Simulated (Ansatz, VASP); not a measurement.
## One calculation of ZnS, two programs

Contents of INCAR:

```
ALGO = Normal
EDIFF = 1E-6
ENCUT = 520
GGA = PS
ISIF = 2
ISMEAR = 1
LASPH = True
LCHARG = False
LREAL = False
LWAVE = False
NBANDS = 16
NELM = 80
PREC = Accurate
SIGMA = 0.001
```

The input KPOINTS:

```
k-points
0
Gamma
  6 6 6
```

The input POSCAR:

```
ZnS
1.0
    0.0000000000      2.6940955531      2.6940955531
    2.6940955531      0.0000000000      2.6940955531
    2.6940955531      2.6940955531      0.0000000000
Zn S
1 1
Direct
    0.2500000000      0.2500000000      0.2500000000
    0.0000000000      0.0000000000      0.0000000000
```

Input for Ansatz:

```yaml
crystal:
  lattice:
    - [0.0, 2.6940955531, 2.6940955531]
    - [2.6940955531, 0.0, 2.6940955531]
    - [2.6940955531, 2.6940955531, 0.0]
  atoms:
    - { symbol: Zn, position: [0.25, 0.25, 0.25] }
    - { symbol: S, position: [0.0, 0.0, 0.0] }
kpoints:
  mp_grid: { grid: [6, 6, 6] }
hamiltonian:
  xc: pbesol
scf:
  occupations: { method: cold, width: 0.001 }
  n_extra_bands: 4
output:
  forces: true
  stress: true
  eigenvalues: true
```

Alike in both runs: task single point; functional PBEsol; k mesh 6 × 6 × 6; no spin polarisation.

|  | VASP | Ansatz |
| --- | --- | --- |
| version | VASP 6.6.1 | Ansatz 0.2.0 |
| potentials or method | VASP PAW PBE potentials, release 64 (Zn, S) | plane waves |
| plane-wave cutoff (eV) | 520 | 420 |
| occupations | methfessel-paxton of order 1, width 0.001 eV | cold, width 0.001 eV |
| valence electrons in the cell | 18 | 18 |

Ansatz gave:

- gap on the k mesh at the Fermi level (eV): 2.01
- pressure (GPa): -1.3

Problem. Which values does VASP return?

Solution. gap on the k mesh at the Fermi level (eV): 2.01; pressure (GPa): -1.1.

VASP's potentials were made for PBE, not for PBEsol.
